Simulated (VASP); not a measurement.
Wanted: the native input for a VASP 6.6.1 run.

- Task: single point
- Functional: LDA
- Potentials or basis: VASP PAW LDA potentials, release 64 (Ti_sv)
- Cutoff: 520 eV
- k mesh: 10 × 10 × 10
- Occupations: fermi-dirac, width 0.02 eV
- Spin: no spin polarisation
- Dipole correction: no
- Further INCAR settings: ALGO = Normal; EDIFF = 1e-07; NBANDS = 12

The structure of Ti lies in POSCAR:

```
Ti
1.0
    0.0000000000      2.0567135898      2.0567135898
    2.0567135898      0.0000000000      2.0567135898
    2.0567135898      2.0567135898      0.0000000000
Ti
1
Direct
    0.0000000000      0.0000000000      0.0000000000
```

One way to write it, as run:

INCAR

```
PREC     = Accurate       # precision mode
ENCUT    = 520            # plane-wave cutoff, eV
EDIFF    = 1E-7           # SCF threshold, eV
ISMEAR   = -1             # smearing method
SIGMA    = 0.02           # smearing width, eV
LREAL    = F              # projectors in reciprocal space
LASPH    = T              # aspherical terms in the spheres
NELM     = 60             # most SCF steps
ALGO     = Normal         # electronic algorithm
ISIF     = 2              # what is computed and relaxed
LWAVE    = F              # write WAVECAR
LCHARG   = F              # write CHGCAR
NBANDS   = 12             # bands
```

KPOINTS

```
regular mesh
0
Gamma
  10 10 10
```

Potentials or basis: VASP PAW LDA potentials, release 64 (Ti_sv).

The run is started by

```sh
$ cat potpaw_LDA.64/Ti_sv/POTCAR > POTCAR
$ mpirun -np 1 vasp_std > vasp.out
```

It gave:

The pressure is -9.1 GPa. The band gap on the k mesh is zero (band 6 reaches 8.82 eV, above the bottom of band 7 at 7.71 eV).

Run time: 3.6 s on 1 thread of Intel(R) Xeon(R) 6975P-C (Granite Rapids), with other jobs on the host, peak memory 0.12 GiB.
